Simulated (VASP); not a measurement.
Wanted: the native input for a VASP 6.6.1 run.

```
Task                   : single point
Functional             : PBE
Potentials or basis    : VASP PAW PBE potentials, release 64 (Al, N)
Cutoff                 : 520 eV
k mesh                 : 10 × 10 × 10
Occupations            : gaussian, width 0.05 eV
Spin                   : no spin polarisation
Dipole correction      : no
Further INCAR settings : ALGO = Normal; EDIFF = 1e-07; NBANDS = 11
```

The structure of AlN lies in POSCAR:

```
AlN
1.0
   -0.0712218703      1.9636887099      1.9636887099
    1.9636887099     -0.0712218703      1.9636887099
    2.0349105802      2.0349105802     -0.1424437406
Al N
1 1
Direct
    0.5000000000      0.5000000000      0.5000000000
    0.0000000000      0.0000000000      0.0000000000
```

This cell differs from its parent crystal: engineering shear strain xz -0.0700, engineering shear strain yz -0.0700.

One way to write it, as run:

INCAR

```
SYSTEM = AlN
PREC = Accurate
ENCUT = 520
EDIFF = 1E-7
ISMEAR = 0
SIGMA = 0.05
LREAL = .False.
LASPH = .True.
NELM = 60
ALGO = Normal
ISIF = 2
LWAVE = .False.
LCHARG = .False.
GGA = PE
NBANDS = 11
```

KPOINTS

```
Automatic mesh
0
Gamma
  10 10 10
  0 0 0
```

Potentials or basis: VASP PAW PBE potentials, release 64 (Al, N).

Run with:

```console
$ cat potpaw_PBE.64/Al/POTCAR potpaw_PBE.64/N/POTCAR > POTCAR
$ mpirun -np 1 vasp_std > vasp.out
```

It gave:

| Quantity | Value |
| --- | --- |
| Pressure | 1.1 GPa |
| Band gap on the k mesh | 3.00 eV (least direct gap 4.40 eV) |

Caveat: the cell differs from its parent crystal (engineering shear strain xz -0.0700, engineering shear strain yz -0.0700).

It took 60 s on 1 thread of Intel Xeon 8259CL, with other jobs on the host, peak memory 0.17 GiB.
